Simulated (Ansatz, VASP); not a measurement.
## Pd: VASP and Ansatz over several settings

```
Pd
1.0
     0.00000    1.98468    1.98468
     1.98468    0.00000    1.98468
     1.98468    1.98468    0.00000
Pd
1
Direct
  0.00000 0.00000 0.00000
```

Single points on this cell with VASP 6.6.1 and Ansatz 0.2.0. Each row is one pair of runs. Alike in all rows: spin: off; smearing: fermi-dirac, width 0.05 eV.

| level | k mesh | VASP's potentials, cutoff | Ansatz's potentials, cutoff | gap on the k mesh at the Fermi level (eV), VASP | gap on the k mesh at the Fermi level (eV), Ansatz |
| --- | --- | --- | --- | --- | --- |
| BLYP+D4 | 12 × 12 × 12 | VASP PAW PBE potentials, release 64 (Pd_sv_GW), 630 eV | Ansatz PAW, 420 eV | none | none |
| r2SCAN+D4 | 12 × 12 × 12 | VASP PAW PBE potentials, release 64 (Pd_sv_GW), 690 eV | Ansatz PAW, 500 eV | none | none |
| r2SCANh | 6 × 6 × 6 | VASP PAW PBE potentials, release 64 (Pd_sv_GW), 510 eV | Ansatz PAW, 500 eV | none | none |
| HF | 6 × 6 × 6 | VASP PAW PBE potentials, release 64 (Pd_sv_GW), 470 eV | Ansatz PAW, 420 eV | none | none |
| BHLYP | 6 × 6 × 6 | VASP PAW PBE potentials, release 64 (Pd_sv_GW), 470 eV | Ansatz PAW, 420 eV | none | none |

A gap of «none» marks a metal or a gap that the smearing closes.

The k mesh is coarse in some rows, so the values compare programs but aren't converged. Noted on Ansatz's runs: Pulay correction over one GPa.
